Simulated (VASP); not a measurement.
**SiF: single point with PBE**

The system is SiF.

```xyz
2
Lattice="2.7014 0.0000 0.0000 -1.3507 2.3395 0.0000 0.0000 0.0000 3.8751" Properties=species:S:1:pos:R:3 pbc="T T T"
Si    1.3507    0.7798    0.0000
F     0.0000    0.0000    1.9376
```

| Property | Result |
| --- | --- |
| Program | VASP 6.6.1 |
| Task | single point |
| Functional | PBE |
| Potentials or basis | VASP PAW PBE potentials, release 64 (Si, F) |
| Cutoff | 520 eV |
| k mesh | 6 × 6 × 4 |
| Occupations | gaussian, width 0.1 eV |
| Spin | collinear spin, ferromagnetic start |
| Starting moments | [0.0, 1.0] μB |

* Pressure: -0.3 GPa
* Net moment: 0.00 μB per cell
* Valence electrons inside the program's atomic spheres: Si 1.46; F 6.04

Stress tensor (GPa, compression positive):
```
-0.65  0.00  0.00
 0.00 -0.65  0.00
 0.00  0.00  0.32
```

Levels at points of the mesh, in eV from the Fermi level:
Spin up:
```csv
k point,band 1,band 2,band 3,band 4,band 5,band 6,band 7,band 8,band 9,band 10
"(0.00, 0.00, 0.00)",-23.37,-9.95,-6.60,-2.91,-2.91,4.04,8.13,11.15,11.15,13.77
"(0.50, 0.00, 0.00)",-22.64,-7.33,-4.89,-3.65,-3.52,-1.82,3.96,7.17,8.38,10.16
"(0.00, 0.00, 0.50)",-23.28,-11.61,-2.88,-2.88,-2.56,-0.08,11.25,11.25,12.95,13.44
"(0.50, 0.00, 0.50)",-22.60,-6.84,-6.18,-4.33,-3.44,-0.44,4.96,6.61,8.18,9.53
```
Spin down:
| k point | band 2 | band 3 | band 4 | band 5 | band 6 | band 7 | band 8 | band 9 |
| --- | --- | --- | --- | --- | --- | --- | --- | --- |
| (0.00, 0.00, 0.00) | -9.95 | -6.60 | -2.91 | -2.91 | 4.04 | 8.13 | 11.15 | 11.15 |
| (0.50, 0.00, 0.00) | -7.33 | -4.89 | -3.65 | -3.52 | -1.82 | 3.96 | 7.17 | 8.38 |
| (0.00, 0.00, 0.50) | -11.61 | -2.88 | -2.88 | -2.56 | -0.08 | 11.25 | 11.25 | 12.95 |
| (0.50, 0.00, 0.50) | -6.84 | -6.18 | -4.33 | -3.44 | -0.44 | 4.96 | 6.61 | 8.18 |

Run time: 14 s on 1 thread of Intel Xeon 6975P-C, with other jobs on the host, peak memory 0.14 GiB.

Caveat: the k points lie up to 0.45 Å⁻¹ apart.
